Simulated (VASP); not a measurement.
Write the native input for VASP 6.6.1 that does the following.

* Task: single point
* Functional: BLYP
* Potentials or basis: VASP PAW PBE potentials, release 64 (Pt, K_sv)
* Cutoff: 520 eV
* k mesh: 10 × 10 × 5
* Occupations: fermi-dirac, width 0.05 eV
* Spin: no spin polarisation
* Dipole correction: no
* Further INCAR settings: ALGO = Fast; EDIFF = 1e-06; NBANDS = 16

The structure of KPt lies in POSCAR:

```
KPt
1.0
    3.0403366399      0.0000000000      0.0000000000
   -1.5201683200      2.6330087662      0.0000000000
    0.0000000000      0.0000000000      5.4159226196
Pt K
1 1
Direct
    0.6666666667      0.3333333333      0.0000000000
    0.0000000000      0.0000000000      0.5000000000
```

This cell differs from its parent crystal: volume scaled by 1.04.

The input as run:

INCAR

```
AGGAC = 1.0 ; AGGAX = 1.0
ALDAC = 0.0 ; ALDAX = 1.0
ALGO = Fast ; EDIFF = 1E-6
ENCUT = 520 ; GGA = B5
ISIF = 2 ; ISMEAR = -1
LASPH = True ; LCHARG = False
LREAL = False ; LWAVE = False
NBANDS = 16 ; NELM = 60
PREC = Accurate ; SIGMA = 0.05
```

KPOINTS

```
k-points
0
Gamma
  10 10 5
```

Potentials or basis: VASP PAW PBE potentials, release 64 (Pt, K_sv).

The run is started by

```bash
$ cat potpaw_PBE.64/Pt/POTCAR potpaw_PBE.64/K_sv/POTCAR > POTCAR
$ mpirun -np 1 vasp_std > vasp.out
```

Results of the run:

* Pressure: 2.6 GPa

Caveat: the PAW data sets were made with another functional, which shifts forces and pressure a little.

Wall time 34 s on 1 thread of Intel(R) Xeon(R) Platinum 8488C (Sapphire Rapids), on a shared host, peak memory 0.17 GiB.
